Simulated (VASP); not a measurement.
Wanted: the native input for a VASP 6.6.1 run.

| Item | Value |
| --- | --- |
| Task | single point |
| Functional | PBE |
| Potentials or basis | VASP PAW PBE potentials, release 64 (Au, C, H) |
| Cutoff | 520 eV |
| k mesh | 2 × 2 × 1 |
| Occupations | fermi-dirac, width 0.1 eV |
| Spin | no spin polarisation |
| Dipole correction | no |
| Further INCAR settings | LREAL = Auto; ALGO = Normal; EDIFF = 1e-06; NBANDS = 84 |

The structure of H3Au12C lies in POSCAR:

```
H3Au12C
1.0
    5.7699910000      0.0000000000      0.0000000000
    2.8849960000      4.9969590000      0.0000000000
    0.0000000000      0.0000000000     19.7111780000
Au C H
12 1 3
Direct
    0.1666696938      0.1666613634      0.0507326351
    0.6666704737      0.1666613634      0.0507326351
    0.1666679892      0.6666654659      0.0507326351
    0.6666687691      0.6666654659      0.0507326351
   -0.1669611899      0.3328824591      0.1705884854
    0.3340848152      0.3328024104      0.1705326795
   -0.1671026464      0.8340672797      0.1704413607
    0.3333435711      0.8336270119      0.1716944568
   -0.0017513469      0.0006604017      0.2941072319
    0.5014435158      0.0011006694      0.2945739722
   -0.0000063485      0.4999440660      0.2926461321
    0.5004300554      0.4990034939      0.2936709313
    0.6680956309      0.1233950489      0.3818138114
    0.7820896691     -0.0794283083      0.4028678550
    0.7645433081      0.2430478217      0.3921125363
    0.4594744922      0.2295796303      0.3996615524
```

These files were run (other wordings do the same):

INCAR

```
SYSTEM = H3Au12C
ALGO = Normal
EDIFF = 1E-6
ENCUT = 520
GGA = PE
ISIF = 2
ISMEAR = -1
LASPH = .True.
LCHARG = .False.
LREAL = Auto
LWAVE = .False.
NBANDS = 84
NELM = 60
PREC = Accurate
SIGMA = 0.1
```

KPOINTS

```
k-points
0
Gamma
  2 2 1
  0 0 0
```

Potentials or basis: VASP PAW PBE potentials, release 64 (Au, C, H).

Command:

```sh
$ cat potpaw_PBE.64/Au/POTCAR potpaw_PBE.64/C/POTCAR potpaw_PBE.64/H/POTCAR > POTCAR
$ mpirun -np 1 vasp_std > vasp.out
```

It gave:

```
Largest force          : 1.071 eV/Å
Band gap on the k mesh : zero (an odd number of electrons rules out a gap without spin polarisation)
```

Caveat: the k points lie up to 0.63 Å⁻¹ apart, too coarse for converged energies and pressures of a metal; there is no dipole correction, which matters where the two faces differ; spin-orbit coupling is left out, which moves the levels of the heavy elements.

Run time: 6.5 min on 1 thread of AMD EPYC 9R45 96-Core Processor (Zen 5), on a shared host, peak memory 0.7 GiB.
